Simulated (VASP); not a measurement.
Crystal: Ge3Te2S.

```
CELL_PARAMETERS angstrom
6.20513 0.00000 0.00000
-3.10256 5.37380 0.00000
0.00000 0.00000 4.58299
ATOMIC_POSITIONS crystal
Ge 0.00000 0.50000 0.99502
Ge 0.50000 0.00000 0.99502
Ge 0.50000 0.50000 0.99502
Te 0.66667 0.33333 0.49615
Te 0.33333 0.66667 0.49615
S 0.00000 0.00000 0.19263
```

The cell was generated, and may not be a known phase.

```yaml
Program: VASP 6.6.1
Task: relaxation of cell and atoms
Functional: PBE
Potentials_or_basis: VASP PAW PBE potentials, release 64 (Ge_d, Te, S)
Cutoff: 600 eV
k_mesh: 3 × 3 × 4
Occupations: gaussian, width 0.1 eV
Spin: no spin polarisation
```

At the start: pressure 2.3 GPa; volume 25.47 Å³/atom.

Question: Where does the relaxation end?

Answer: Over 26 steps the energy falls by 110.3 meV/atom and the volume is 29.74 Å³/atom (+16.8 %); space group P6mm (No. 183, to 0.1 Å) before and after.

The path:
```csv
step,energy change (eV),largest force (eV/Å),pressure (GPa),volume (Å³)
1,0.0000,0.7985,2.28,152.82
2,-0.1021,0.7454,-0.55,160.99
3,-0.1045,0.7359,-0.98,162.47
4,-0.2065,0.6829,-0.85,163.09
5,-0.4638,0.4188,0.29,164.92
6,0.1424,2.7103,6.03,168.51
7,-0.4937,0.3743,0.80,165.46
8,-0.4983,0.3441,1.23,165.80
9,-0.5437,0.2794,0.82,169.00
10,-0.5811,0.3616,0.34,175.08
11,-0.6187,0.1359,-0.54,176.12
12,-0.6216,0.1749,-0.85,176.51
13,-0.6393,0.1381,-0.39,173.88
14,-0.6449,0.1113,0.01,171.75
15,-0.6451,0.1101,0.09,171.37
16,-0.6467,0.1067,0.13,171.61
17,-0.6505,0.0957,0.24,172.35
18,-0.6521,0.1619,0.47,173.82
19,-0.6524,0.1116,0.38,173.39
20,-0.6532,0.1048,0.36,173.63
21,-0.6550,0.0834,0.26,174.35
22,-0.6575,0.0588,0.06,175.80
23,-0.6584,0.0552,-0.33,178.71
24,-0.6586,0.0392,-0.25,178.00
25,-0.6594,0.0335,-0.21,178.11
26,-0.6618,0.0269,-0.08,178.44
```

Final structure:
```cif
data_structure
_symmetry_space_group_name_H-M 'P 1'
_symmetry_Int_Tables_number 1
_cell_length_a 6.3442
_cell_length_b 6.3442
_cell_length_c 5.1194
_cell_angle_alpha 90.000
_cell_angle_beta 90.000
_cell_angle_gamma 120.000
_cell_volume 178.44
loop_
_atom_site_label
_atom_site_type_symbol
_atom_site_fract_x
_atom_site_fract_y
_atom_site_fract_z
_atom_site_occupancy
Ge1 Ge 0.00000 0.50000 0.98034 1
Ge2 Ge 0.50000 0.00000 0.98034 1
Ge3 Ge 0.50000 0.50000 0.98034 1
Te1 Te 0.66667 0.33333 0.58776 1
Te2 Te 0.33333 0.66667 0.58776 1
S1 S 0.00000 0.00000 0.05345 1
```

Caveat: the k points lie up to 0.38 Å⁻¹ apart in the final cell; the volume moved by over 15 % at a fixed basis, so the end points are rough.
